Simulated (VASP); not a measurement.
# CO2 (Ima2) in VASP: a series of runs, part 2 of 2

VASP 6.6.1.

### Step 3. Single point, LDA

This run uses another cell than the first one, of 8.93 Å³/atom.

INCAR

```
SYSTEM = CO2
  PREC = Accurate
  ENCUT = 520
  EDIFF = 1E-6
  ISMEAR = 0
  SIGMA = 0.1
  LREAL = .False.
  LASPH = .True.
  NELM = 80
  ALGO = Normal
  ISIF = 2
  LWAVE = .False.
  LCHARG = .True.
  LELF = .True.
  LVHAR = .True.
  NBANDS = 44
```

KPOINTS

```
Automatic mesh
0
Gamma
  6 6 6
  0 0 0
```

POSCAR

```
CO2
1.0
   -4.2634046749      3.1522221909      1.9929522953
    4.2634046749     -3.1522221909      1.9929522953
    4.2634046749      3.1522221909     -1.9929522953
C O
4 8
Direct
    0.8596969935      0.6053703878      0.4703613523
    0.1350090356      0.3893356413      0.5296386477
    0.8596969935      0.8893356413      0.7543266057
    0.1350090356      0.1053703878      0.2456733943
    0.8263846644      0.7479845082      0.2583545982
    0.1234730559      0.1234730559      0.0000000000
    0.4896299100      0.2479845082      0.4215998438
    0.4896299100      0.5680300662      0.7416454018
    0.1110466630      0.3212253205      0.2898213425
    1.0314039780      0.8212253205      0.7101786575
    0.1234730559      0.6234730559      0.5000000000
    0.8263846644      0.0680300662      0.5784001562
```

Potentials or basis: VASP PAW LDA potentials, release 64 (C, O).

Launch:

```
> cat potpaw_LDA.64/C/POTCAR potpaw_LDA.64/O/POTCAR > POTCAR
> mpirun -np 1 vasp_std > vasp.out
```

OUTCAR:

```text
SYSTEM = CO2
   PREC = Accurate
   ENCUT = 520
   EDIFF = 1E-6
   ISMEAR = 0
   LREAL = .False.
   LASPH = .True.
   NELM = 80
   ISIF = 2

 ion  position               nearest neighbor table
   1  0.860  0.605  0.470-  11 1.36   7 1.38   5 1.39  10 1.39
   2  0.135  0.389  0.530-  11 1.36  12 1.38   8 1.39   9 1.39
   3  0.860  0.889  0.754-   6 1.36   8 1.38  12 1.39  10 1.39
   4  0.135  0.105  0.246-   6 1.36   5 1.38   7 1.39   9 1.39
   5  0.826  0.748  0.258-   4 1.38   1 1.39
   6  0.123  0.123  0.000-   3 1.36   4 1.36
   7  0.490  0.248  0.422-   1 1.38   4 1.39
   8  0.490  0.568  0.742-   3 1.38   2 1.39
   9  0.111  0.321  0.290-   2 1.39   4 1.39
  10  0.031  0.821  0.710-   1 1.39   3 1.39
  11  0.123  0.623  0.500-   2 1.36   1 1.36
  12  0.826  0.068  0.578-   2 1.38   3 1.39

  LATTYP: Found a body centered orthorhombic cell.
 ALAT       =     3.9859045906
 B/A-ratio  =     1.5816847189
 C/A-ratio  =     2.1392407058

  Lattice vectors:

 A1 = (  -4.2634046749,   3.1522221909,  -1.9929522953)
 A2 = (  -4.2634046749,  -3.1522221909,   1.9929522953)
[... 1330 lines left out ...]
     43      12.4165      0.00000
     44      12.4165      0.00000

 [... further k-points ...]

------------------------ aborting loop because EDIFF is reached ----------------------------------------

  FORCE on cell =-STRESS in cart. coord.  units (eV):
  Direction    XX          YY          ZZ          XY          YZ          ZX
  --------------------------------------------------------------------------------------
  -------------------------------------------------------------------------------------
  Total        1.4309926      1.3237905      1.4332832      0.0000000      0.0000000      0.0000000
  in kB       21.4001926     19.7970090     21.4344484      0.0000000      0.0000000      0.0000000
  external PRESSURE =      20.8772167 kB  Pullay stress =       0.0000000 kB

 VOLUME and BASIS-vectors are now :
 -----------------------------------------------------------------------------
  energy-cutoff  :      520.00
  volume of cell :      107.13
      direct lattice vectors                 reciprocal lattice vectors
    -4.263404675  3.152222191  1.992952295     0.000000000  0.158618260  0.250884078
     4.263404675 -3.152222191  1.992952295     0.117277162  0.000000000  0.250884078
     4.263404675  3.152222191 -1.992952295     0.117277162  0.158618260  0.000000000

 POSITION                                       TOTAL-FORCE (eV/Angst)
 -----------------------------------------------------------------------------------
      0.92104      2.28438      1.98240        -0.054555      0.049938      0.019951
      3.34236      0.86784     -0.01055         0.054555     -0.049938      0.019951
      3.34236      2.28438      1.98240         0.054555      0.049938      0.019951
      0.92104      0.86784     -0.01055        -0.054555     -0.049938      0.019951
      0.76722      1.06153      2.62275        -0.018423     -0.104865     -0.088857
      0.00000      0.00000      0.49215        -0.000000      0.000000      0.068247
      0.76722      2.09070      0.62980        -0.018423      0.104865     -0.088857
      3.49619      2.09070      0.62980         0.018423      0.104865     -0.088857
      2.13170      0.25105      0.28390        -0.000000     -0.141742      0.069565
      6.39511     -0.25105      0.28390         0.000000      0.141742      0.069565
      4.26340      0.00000      0.49215        -0.000000      0.000000      0.068247
     -0.76722      4.21375      0.62980         0.018423     -0.104865     -0.088857
 -----------------------------------------------------------------------------------
    total drift:                                0.000002      0.000000     -0.000246

  FREE ENERGIE OF THE ION-ELECTRON SYSTEM (eV)
  ---------------------------------------------------
  free  energy   TOTEN  =       -97.2186269590 eV

  energy  without entropy=      -97.2186269590  energy(sigma->0) =      -97.21862696
```

OSZICAR:

```text
N       E                     dE             d eps       ncg     rms          rms(c)
DAV:   1     0.375895867072E+03    0.37590E+03   -0.36148E+04  4048   0.141E+03
DAV:   2    -0.814768007815E+02   -0.45737E+03   -0.44054E+03  5168   0.337E+02
DAV:   3    -0.103739161733E+03   -0.22262E+02   -0.22096E+02  5136   0.760E+01
DAV:   4    -0.104062656062E+03   -0.32349E+00   -0.32240E+00  5168   0.991E+00
DAV:   5    -0.104070550911E+03   -0.78948E-02   -0.78855E-02  5020   0.148E+00    0.187E+01
DAV:   6    -0.975068896114E+02    0.65637E+01   -0.20214E+01  4768   0.238E+01    0.731E+00
DAV:   7    -0.973251831065E+02    0.18171E+00   -0.14956E+00  5008   0.633E+00    0.390E+00
DAV:   8    -0.972270921979E+02    0.98091E-01   -0.19196E-01  4688   0.260E+00    0.768E-01
DAV:   9    -0.972189645499E+02    0.81276E-02   -0.38934E-02  4936   0.112E+00    0.261E-01
DAV:  10    -0.972186948289E+02    0.26972E-03   -0.42882E-03  5040   0.363E-01    0.834E-02
DAV:  11    -0.972186256824E+02    0.69147E-04   -0.31402E-04  4920   0.102E-01    0.322E-02
DAV:  12    -0.972186256951E+02   -0.12714E-07   -0.39301E-05  4840   0.346E-02    0.833E-03
DAV:  13    -0.972186269476E+02   -0.12525E-05   -0.31619E-06  4152   0.102E-02    0.292E-03
DAV:  14    -0.972186269590E+02   -0.11369E-07   -0.48029E-07  2712   0.444E-03
   1 F= -.97218627E+02 E0= -.97218627E+02  d E =-.121666E-13
```

stdout:

```text
POSCAR found type information on POSCAR C O
 POSCAR found :  2 types and      12 ions
 scaLAPACK will be used
 LDA part: xc-table for (Slater(with rela. corr.)+CA(PZ))
 , standard interpolation
 POSCAR, INCAR and KPOINTS ok, starting setup
 FFT: planning ... GRIDC
 FFT: planning ... GRID_SOFT
 FFT: planning ... GRID
 WAVECAR not read
 entering main loop
```

It took 4 min on 1 thread of Intel Xeon Platinum 8488C (Sapphire Rapids), shared host; peak memory 0.29 GiB.

What came out:

| Item | Value |
| --- | --- |
| Free energy | -97.2186 eV |
| Pressure | 2.1 GPa |
| Largest force | 0.158 eV/Å |
| Band gap on the k mesh | 6.96 eV (least direct gap 7.30 eV) |

Forces on the atoms (eV/Å):
```
C   -0.055  0.050  0.020
C    0.055 -0.050  0.020
C    0.055  0.050  0.020
C   -0.055 -0.050  0.020
O   -0.018 -0.105 -0.089
O    0.000  0.000  0.068
O   -0.018  0.105 -0.089
O    0.018  0.105 -0.089
O    0.000 -0.142  0.070
O    0.000  0.142  0.070
O    0.000  0.000  0.068
O    0.018 -0.105 -0.089
```

Stress tensor (GPa, compression positive):
```
2.14 0.00 0.00
0.00 1.98 0.00
0.00 0.00 2.14
```

### Step 4. Single point, LDA

This run uses another cell than the first one, of 8.93 Å³/atom.

INCAR

```
SYSTEM = CO2
ALGO = Normal
EDIFF = 1E-6
ENCUT = 520
ISIF = 2
ISMEAR = 0
LASPH = .TRUE.
LCHARG = .TRUE.
LELF = .TRUE.
LREAL = .FALSE.
LVHAR = .TRUE.
LWAVE = .FALSE.
NBANDS = 44
NELM = 100
PREC = Accurate
SIGMA = 0.02
```

KPOINTS

```
k-points
0
G
  8 8 8
  0 0 0
```

POSCAR, as its differences from that of step 3:

```diff
@@ -8,4 +8,4 @@
 Direct
-    0.8596969935      0.6053703878      0.4703613523
-    0.1350090356      0.3893356413      0.5296386477
+    0.8596969935      0.6053703878      0.4703613522
+    0.1350090356      0.3893356413      0.5296386478
     0.8596969935      0.8893356413      0.7543266057
```

Launch:

```
> cat potpaw_LDA.64/C/POTCAR potpaw_LDA.64/O/POTCAR > POTCAR
> mpirun -np 1 vasp_std > vasp.out
```

Wall time 7.1 min (1 thread of Intel Xeon Platinum 8488C (Sapphire Rapids), shared host); peak memory 0.41 GiB.

It converged, with:

```yaml
Free_energy: -97.2186 eV
Pressure: 2.1 GPa
Largest_force: 0.158 eV/Å
Band_gap_on_the_k_mesh: 6.96 eV (least direct gap 7.30 eV)
```

Forces in eV/Å, atoms in the order of the input:
```
C   -0.055  0.050  0.020
C    0.055 -0.050  0.020
C    0.055  0.050  0.020
C   -0.055 -0.050  0.020
O   -0.018 -0.105 -0.089
O    0.000  0.000  0.068
O   -0.018  0.105 -0.089
O    0.018  0.105 -0.089
O    0.000 -0.142  0.070
O    0.000  0.142  0.070
O    0.000  0.000  0.068
O    0.018 -0.105 -0.089
```

Stress tensor (GPa, compression positive):
```
2.14 0.00 0.00
0.00 1.98 0.00
0.00 0.00 2.14
```

Levels at points of the mesh, in eV from the valence-band top:
```tsv
k point	band 29	band 30	band 31	band 32	band 33	band 34	band 35	band 36
(0.00, 0.00, 0.00)	-1.23	-1.15	-0.66	-0.44	6.96	7.52	8.04	8.37
(0.50, 0.00, 0.00)	-1.01	-0.70	-0.64	0.00	7.30	8.11	8.82	9.03
(0.00, 0.50, 0.00)	-1.16	-1.16	-0.19	-0.19	8.13	8.13	8.88	8.88
(0.50, 0.50, 0.00)	-1.10	-0.99	-0.49	-0.40	7.39	7.88	8.03	8.53
(0.50, 0.50, 0.50)	-1.09	-0.90	-0.70	-0.38	7.25	8.41	8.52	8.80
```

### Step 5. Summary

```csv
cell,k mesh,smearing,gap on the mesh (eV),pressure (GPa),largest force (eV/Å)
"a = 6.353 Å, angles 90.9, 104.6, 137.2°, 12 atoms, atomic positions A",4 × 4 × 4,gaussian 0.1 eV,3.60,-28.3,2.03
"a = 5.664 Å, angles 82.4, 112.4, 138.8°, 12 atoms, atomic positions B",6 × 6 × 6,gaussian 0.1 eV,6.96,2.1,0.16
"a = 5.664 Å, angles 82.4, 112.4, 138.8°, 12 atoms, atomic positions B",8 × 8 × 8,gaussian 0.02 eV,6.96,2.1,0.16
```

Alike in all rows: task single point; level LDA; potentials or basis VASP PAW LDA potentials, release 64 (C, O); no spin polarisation; cutoff (eV) 520.

Caveats: the cell stands under tension (at least some runs); forces of over 1 eV/Å act on the atoms, so gaps and moduli don't describe the material at rest (at least some runs).

Total energies depend on the potentials used, so only differences within one code and one set of settings carry meaning.
